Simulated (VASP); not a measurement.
A run of VASP 6.6.1:

The input POSCAR:

```
HgTe
1.0
    2.9314290629     -3.3961554883      0.0000000000
    2.9314290629      3.3961554883      0.0000000000
    0.0000000000      0.0000000000      5.6797940534
Hg Te
2 2
Direct
    0.6569500000      0.3430500000      0.2500000000
    0.3430500000      0.6569500000      0.7500000000
    0.2151910000      0.7848090000      0.2500000000
    0.7848090000      0.2151910000      0.7500000000
```

Contents of INCAR.step1:

```
SYSTEM = HgTe
PREC = Accurate ; ENCUT = 520
ISMEAR = -1 ; SIGMA = 0.05
LREAL = .FALSE. ; LASPH = .TRUE.
NELM = 80 ; NBANDS = 26
GGA = PE ; ALGO = Normal
EDIFF = 1E-4 ; LWAVE = .TRUE.
LCHARG = .FALSE.
```

Contents of INCAR.step2:

```
SYSTEM = HgTe
PREC = Accurate ; ENCUT = 520
EDIFF = 1E-7 ; ISMEAR = -1
SIGMA = 0.05 ; LREAL = .FALSE.
LASPH = .TRUE. ; NELM = 80
ALGO = Normal ; ISIF = 2
LWAVE = .FALSE. ; LCHARG = .TRUE.
METAGGA = R2SCAN ; LMIXTAU = .TRUE.
LELF = .TRUE. ; LVHAR = .TRUE.
NBANDS = 26 ; ISTART = 1
```

KPOINTS

```
regular mesh
0
G
  6 6 5
  0 0 0
```

Potentials or basis: VASP PAW PBE potentials, release 64 (Hg, Te).

Launch:

```console
$ cat potpaw_PBE.64/Hg/POTCAR potpaw_PBE.64/Te/POTCAR > POTCAR
$ cp INCAR.step1 INCAR
$ mpirun -np 1 vasp_std > vasp.out
$ cp INCAR.step2 INCAR
$ mpirun -np 1 vasp_std > vasp.out
```

Hardware: 1 thread of Intel(R) Xeon(R) Platinum 8259CL CPU @ 2.50GHz (Skylake/Cascade Lake), on a shared host.

Task: Estimate the wall time of this run.

Result: Run time: 6.1 min on 1 thread of Intel(R) Xeon(R) Platinum 8259CL CPU @ 2.50GHz (Skylake/Cascade Lake), with other jobs on the host, peak memory 0.3 GiB. Counts: k points 39.
